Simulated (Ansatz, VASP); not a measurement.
# One calculation of HfSi, two programs

File POSCAR:

```
HfSi
1.0
    0.0000000000      3.0233640135      3.0233640135
    3.0233640135      0.0000000000      3.0233640135
    3.0233640135      3.0233640135      0.0000000000
Hf Si
1 1
Direct
    0.0000000000      0.0000000000      0.0000000000
    0.2500000000      0.2500000000      0.2500000000
```

File INCAR.step1:

```
ALGO = Normal ; EDIFF = 1E-4
ENCUT = 600 ; GGA = PE
ISMEAR = 0 ; LASPH = T
LCHARG = F ; LREAL = F
LWAVE = T ; NELM = 80
PREC = Accurate ; SIGMA = 0.02
```

Contents of INCAR.step2:

```
ALGO = Normal ; EDIFF = 1E-6
EDIFFG = -0.01 ; ENCUT = 600
IBRION = 2 ; ISIF = 3
ISMEAR = 0 ; ISTART = 1
LASPH = T ; LCHARG = F
LMIXTAU = T ; LREAL = F
LWAVE = F ; METAGGA = R2SCAN
NELM = 80 ; NSW = 100
PREC = Accurate ; SIGMA = 0.02
```

File KPOINTS:

```
k-points
0
Gamma
  10 10 10
```

Input for Ansatz:

```yaml
crystal:
  lattice:
    - [0.0, 3.0233640135, 3.0233640135]
    - [3.0233640135, 0.0, 3.0233640135]
    - [3.0233640135, 3.0233640135, 0.0]
  atoms:
    - { symbol: Hf, position: [0.0, 0.0, 0.0] }
    - { symbol: Si, position: [0.25, 0.25, 0.25] }
basis:
  ecutwfc: 500
kpoints:
  mp_grid: { grid: [10, 10, 10] }
hamiltonian:
  xc: r2scan
scf:
  occupations: { method: gaussian, width: 0.02 }
output:
  forces: true
  stress: true
  eigenvalues: true
relax:
  adjacent_minimum: "off"
  f_tol: 0.01
  max_steps: 80
  cell: { stress_tol: 0.05 }
```

Alike in both runs: task relaxation of cell and atoms; functional r2SCAN; k mesh 10 × 10 × 10; occupations gaussian, width 0.02 eV; no spin polarisation.

|  | VASP | Ansatz |
| --- | --- | --- |
| version | VASP 6.6.1 | Ansatz 0.2.0 |
| potentials or method | VASP PAW PBE potentials, release 64 (Hf_pv, Si), cutoff 600 eV | scalar-relativistic, plane waves, PAW |
| valence electrons in the cell | 14 | 30 |

Ansatz gave:

```
gap on the k mesh at the Fermi level, each at its own relaxed structure (eV) : 0.31
relaxed volume (Å³/atom)                                                     : 27.64
relaxed cell length with the largest relative difference (Å)                 : 4.276
```

Q: Which values does VASP return?

A: gap on the k mesh at the Fermi level, each at its own relaxed structure (eV): 0.32; relaxed volume (Å³/atom): 27.54; relaxed cell length with the largest relative difference (Å): 4.271.

VASP's potentials were made for PBE, not for r2SCAN. VASP's potentials hold 14 valence electrons a cell and Ansatz's 30, so a difference there can come from the potentials and not from the codes.

Spin-orbit coupling is off throughout.
